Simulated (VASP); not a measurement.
# RbBr (P4/mmm) in VASP: further runs, part 2 of 2

VASP 6.6.1.

## (3) Single point, PBE (epitaxial xy strain +0.9%)

INCAR

```
SYSTEM = RbBr
PREC = Accurate
ENCUT = 520
EDIFF = 1E-7
ISMEAR = -1
SIGMA = 0.02
LREAL = .FALSE.
LASPH = .TRUE.
NELM = 80
ALGO = Normal
ISIF = 2
LWAVE = .FALSE.
LCHARG = .TRUE.
GGA = PE
LELF = .TRUE.
LVHAR = .TRUE.
NBANDS = 15
```

KPOINTS

```
regular mesh
0
G
  6 6 6
  0 0 0
```

POSCAR

```
RbBr
1.0
    4.1642523828      0.0000000000      0.0000000000
    0.0000000000      4.1642523828      0.0000000000
    0.0000000000      0.0000000000      4.1151734636
Rb Br
1 1
Direct
    0.0000000000      0.0000000000      0.0000000000
    0.5000000000      0.5000000000      0.5000000000
```

Potentials or basis: VASP PAW PBE potentials, release 64 (Rb_sv, Br).

Command:

```
> cat potpaw_PBE.64/Rb_sv/POTCAR potpaw_PBE.64/Br/POTCAR > POTCAR
> mpirun -np 1 vasp_std > vasp.out
```

OUTCAR:

```text
SYSTEM = RbBr
   PREC = Accurate
   ENCUT = 520
   EDIFF = 1E-7
   ISMEAR = -1
   LREAL = .FALSE.
   LASPH = .TRUE.
   NELM = 80
   ISIF = 2
   GGA = PE

 ion  position               nearest neighbor table
   1  0.000  0.000  0.000-   2 3.59   2 3.59   2 3.59   2 3.59   2 3.59   2 3.59   2 3.59   2 3.59

   2  0.500  0.500  0.500-   1 3.59   1 3.59   1 3.59   1 3.59   1 3.59   1 3.59   1 3.59   1 3.59

  LATTYP: Found a simple tetragonal cell.
 ALAT       =     4.1642523828
 C/A-ratio  =     0.9882142304

  Lattice vectors:

[... 611 lines left out ...]
     11       7.4995      0.00000
     12       7.5615      0.00000
     13       8.3520      0.00000
     14       9.4321      0.00000
     15      10.6644      0.00000

 [... further k-points ...]
[... 5 lines left out ...]
  --------------------------------------------------------------------------------------
  -------------------------------------------------------------------------------------
  Total        0.1998963      0.1998963      0.3548782      0.0000000      0.0000000      0.0000000
  in kB        4.4880032      4.4880032      7.9676034      0.0000000      0.0000000      0.0000000
  external PRESSURE =       5.6478699 kB  Pullay stress =       0.0000000 kB

 VOLUME and BASIS-vectors are now :
 -----------------------------------------------------------------------------
  energy-cutoff  :      520.00
  volume of cell :       71.36
      direct lattice vectors                 reciprocal lattice vectors
     4.164252383  0.000000000  0.000000000     0.240139143  0.000000000  0.000000000
     0.000000000  4.164252383  0.000000000     0.000000000  0.240139143  0.000000000
     0.000000000  0.000000000  4.115173464     0.000000000  0.000000000  0.243003122

 POSITION                                       TOTAL-FORCE (eV/Angst)
 -----------------------------------------------------------------------------------
      0.00000      0.00000      0.00000         0.000000      0.000000      0.000000
      2.08213      2.08213      2.05759         0.000000      0.000000      0.000000
 -----------------------------------------------------------------------------------
    total drift:                                0.000000      0.000000     -0.000000

  FREE ENERGIE OF THE ION-ELECTRON SYSTEM (eV)
  ---------------------------------------------------
  free  energy   TOTEN  =        -6.0000367258 eV

  energy  without entropy=       -6.0000367258  energy(sigma->0) =       -6.00003673
```

OSZICAR:

```text
N       E                     dE             d eps       ncg     rms          rms(c)
DAV:   1     0.786089249388E+02    0.78609E+02   -0.68311E+03  1208   0.926E+02
DAV:   2    -0.102135885922E+01   -0.79630E+02   -0.74621E+02  1607   0.163E+02
DAV:   3    -0.610663230054E+01   -0.50853E+01   -0.50688E+01  1645   0.425E+01
DAV:   4    -0.623769631732E+01   -0.13106E+00   -0.13104E+00  1724   0.624E+00
DAV:   5    -0.623862244112E+01   -0.92612E-03   -0.92612E-03  1703   0.499E-01    0.254E+00
DAV:   6    -0.603122209756E+01    0.20740E+00   -0.18277E-01  1515   0.229E+00    0.170E+00
DAV:   7    -0.599699236390E+01    0.34230E-01   -0.10368E-01  1543   0.181E+00    0.887E-01
DAV:   8    -0.600003853903E+01   -0.30462E-02   -0.13376E-02  1452   0.703E-01    0.142E-01
DAV:   9    -0.599989812637E+01    0.14041E-03   -0.55431E-04  1634   0.128E-01    0.631E-02
DAV:  10    -0.600003481948E+01   -0.13669E-03   -0.24584E-04  1285   0.103E-01    0.131E-02
DAV:  11    -0.600003505960E+01   -0.24012E-06   -0.88622E-06  1722   0.196E-02    0.680E-03
DAV:  12    -0.600003665590E+01   -0.15963E-05   -0.25230E-06  1333   0.116E-02    0.706E-04
DAV:  13    -0.600003672578E+01   -0.69874E-07   -0.92541E-08  1495   0.220E-03
   1 F= -.60000367E+01 E0= -.60000367E+01  d E =-.405452E-11
```

stdout:

```text
POSCAR found type information on POSCAR RbBr
 POSCAR found :  2 types and       2 ions
 scaLAPACK will be used
 LDA part: xc-table for (Slater+PW92), standard interpolation
 POSCAR, INCAR and KPOINTS ok, starting setup
 FFT: planning ... GRIDC
 FFT: planning ... GRID_SOFT
 FFT: planning ... GRID
 WAVECAR not read
 entering main loop
```

Wall time 15 s (1 thread of Intel Xeon 6975P-C (Granite Rapids), shared host); peak memory 0.19 GiB.

What came out:

```yaml
Free_energy: -6.0000 eV
Pressure: 0.6 GPa
Band_gap_on_the_k_mesh: 3.99 eV (least direct gap 4.14 eV)
```

Levels at points of the mesh, in eV from the valence-band top:
```csv
k point,band 6,band 7,band 8,band 9,band 10,band 11
"(0.00, 0.00, 0.00)",-0.21,-0.21,-0.15,3.99,5.54,5.59
"(0.50, 0.00, 0.00)",-1.71,-0.28,-0.21,6.83,6.99,7.50
"(0.50, 0.50, 0.00)",-1.07,-1.07,0.00,5.25,6.23,7.99
"(0.00, 0.00, 0.50)",-1.72,-0.27,-0.27,6.87,7.00,7.57
"(0.50, 0.00, 0.50)",-1.08,-1.05,-0.05,5.28,6.14,7.86
"(0.50, 0.50, 0.50)",-1.34,-1.33,-1.33,8.13,8.13,8.17
```

Caveat: the cell differs from its parent crystal (epitaxial xy strain +0.9%); the structure was generated, so it needn't be the stable form of RbBr. A k mesh can miss the band edges.

## (4) Single point, r2SCAN (uniaxial z strain -1.7%)

POSCAR

```
RbBr
1.0
    4.1279266285      0.0000000000      0.0000000000
    0.0000000000      4.1279266285      0.0000000000
    0.0000000000      0.0000000000      4.0561007052
Rb Br
1 1
Direct
    0.0000000000      0.0000000000      0.0000000000
    0.5000000000      0.5000000000      0.5000000000
```

INCAR.step1

```
PREC = Accurate ; ENCUT = 520
ISMEAR = 0 ; SIGMA = 0.01
LREAL = F ; LASPH = T
NELM = 80 ; NBANDS = 15
GGA = PE ; ALGO = Normal
EDIFF = 1E-4 ; LWAVE = T
LCHARG = F
```

INCAR.step2

```
PREC = Accurate ; ENCUT = 520
EDIFF = 1E-6 ; ISMEAR = 0
SIGMA = 0.01 ; LREAL = F
LASPH = T ; NELM = 80
ALGO = Normal ; ISIF = 2
LWAVE = F ; LCHARG = T
METAGGA = R2SCAN ; LMIXTAU = T
LELF = T ; LVHAR = T
NBANDS = 15 ; ISTART = 1
```

KPOINTS

```
regular mesh
0
Gamma
  6 6 6
```

Command:

```
> cat potpaw_PBE.64/Rb_sv/POTCAR potpaw_PBE.64/Br/POTCAR > POTCAR
> cp INCAR.step1 INCAR
> mpirun -np 1 vasp_std > vasp.out
> cp INCAR.step2 INCAR
> mpirun -np 1 vasp_std > vasp.out
```

Wall time 52 s (1 thread of Intel Xeon 6975P-C (Granite Rapids), shared host); peak memory 0.19 GiB.

It converged, with:

```
Free energy            : -31.1076 eV
Pressure               : 0.3 GPa
Band gap on the k mesh : 4.84 eV (least direct gap 4.98 eV)
```

Stress tensor (GPa, compression positive):
```
0.16 0.00 0.00
0.00 0.16 0.00
0.00 0.00 0.71
```

Levels at points of the mesh, in eV from the valence-band top:
```csv
k point,band 6,band 7,band 8,band 9,band 10,band 11
"(0.00, 0.00, 0.00)",-0.24,-0.24,-0.15,4.84,6.00,6.08
"(0.50, 0.00, 0.00)",-1.80,-0.33,-0.22,7.39,7.83,8.37
"(0.50, 0.50, 0.00)",-1.14,-1.14,0.00,5.86,6.97,8.75
"(0.00, 0.00, 0.50)",-1.81,-0.31,-0.31,7.43,7.85,8.47
"(0.50, 0.00, 0.50)",-1.16,-1.12,-0.08,5.89,6.82,8.54
"(0.50, 0.50, 0.50)",-1.46,-1.43,-1.43,8.85,8.85,8.94
```

Caveat: the cell differs from its parent crystal (uniaxial z strain -1.7%); the structure was generated, so it needn't be the stable form of RbBr; the PAW data sets were made with another functional, which shifts forces and pressure a little. A k mesh can miss the band edges.

## (5) Single point, r2SCAN (epitaxial xy strain +0.9%)

POSCAR

```
RbBr
1.0
    4.1642523828      0.0000000000      0.0000000000
    0.0000000000      4.1642523828      0.0000000000
    0.0000000000      0.0000000000      4.1151734636
Rb Br
1 1
Direct
    0.0000000000      0.0000000000      0.0000000000
    0.5000000000      0.5000000000      0.5000000000
```

INCAR.step1

```
PREC = Accurate
ENCUT = 520
ISMEAR = 0
SIGMA = 0.01
LREAL = False
LASPH = True
NELM = 80
NBANDS = 15
GGA = PE
ALGO = Normal
EDIFF = 1E-4
LWAVE = True
LCHARG = False
```

INCAR.step2

```
PREC = Accurate
ENCUT = 520
EDIFF = 1E-7
ISMEAR = 0
SIGMA = 0.01
LREAL = False
LASPH = True
NELM = 80
ALGO = Normal
ISIF = 2
LWAVE = False
LCHARG = False
METAGGA = R2SCAN
LMIXTAU = True
NBANDS = 15
ISTART = 1
```

KPOINTS

```
Automatic mesh
0
Gamma
  6 6 6
```

Command:

```
> cat potpaw_PBE.64/Rb_sv/POTCAR potpaw_PBE.64/Br/POTCAR > POTCAR
> cp INCAR.step1 INCAR
> mpirun -np 1 vasp_std > vasp.out
> cp INCAR.step2 INCAR
> mpirun -np 1 vasp_std > vasp.out
```

Wall time 46 s (1 thread of Intel Xeon 6975P-C (Granite Rapids), shared host); peak memory 0.2 GiB.

The run converged. Its results:

* Free energy: -31.1092 eV
* Pressure: -0.2 GPa
* Band gap on the k mesh: 4.74 eV (least direct gap 4.88 eV)

Stress tensor (GPa, compression positive):
```
-0.34  0.00  0.00
 0.00 -0.34  0.00
 0.00  0.00  0.02
```

Levels at points of the mesh, in eV from the valence-band top:
```csv
k point,band 5,band 6,band 7,band 8,band 9,band 10,band 11,band 12
"(0.00, 0.00, 0.00)",-9.38,-0.21,-0.21,-0.15,4.74,6.07,6.12,10.58
"(0.50, 0.00, 0.00)",-9.34,-1.70,-0.28,-0.21,7.40,7.69,8.22,9.33
"(0.50, 0.50, 0.00)",-9.31,-1.08,-1.08,0.00,5.87,6.92,8.70,8.70
"(0.00, 0.00, 0.50)",-9.34,-1.70,-0.27,-0.27,7.43,7.70,8.29,9.30
"(0.50, 0.00, 0.50)",-9.31,-1.10,-1.07,-0.05,5.90,6.83,8.56,8.61
"(0.50, 0.50, 0.50)",-9.59,-1.35,-1.33,-1.33,8.76,8.76,8.82,10.00
```

Caveat: the cell differs from its parent crystal (epitaxial xy strain +0.9%); the structure was generated, so it needn't be the stable form of RbBr; the PAW data sets were made with another functional, which shifts forces and pressure a little.

## (6) Overview

```csv
level,cell,smearing,gap on the mesh (eV),pressure (GPa)
PBE,"a = 4.128, b = 4.128, c = 4.056 Å, 2 atoms",fermi-dirac 0.02 eV,4.08,1.1
PBE,"a = 4.164, b = 4.164, c = 4.115 Å, 2 atoms",fermi-dirac 0.02 eV,3.99,0.6
r2SCAN,"a = 4.128, b = 4.128, c = 4.056 Å, 2 atoms",gaussian 0.01 eV,4.84,0.3
r2SCAN,"a = 4.164, b = 4.164, c = 4.115 Å, 2 atoms",gaussian 0.01 eV,4.74,-0.2
```

Alike in all rows: task single point; potentials or basis VASP PAW PBE potentials, release 64 (Rb_sv, Br); no spin polarisation; k mesh 6 × 6 × 6; cutoff (eV) 520.

Caveats: the structure was generated, so it needn't be the stable form of RbBr; the PAW data sets were made with another functional, which shifts forces and pressure a little (at least some runs).

Absolute energies hang on the potentials; compare differences alone.
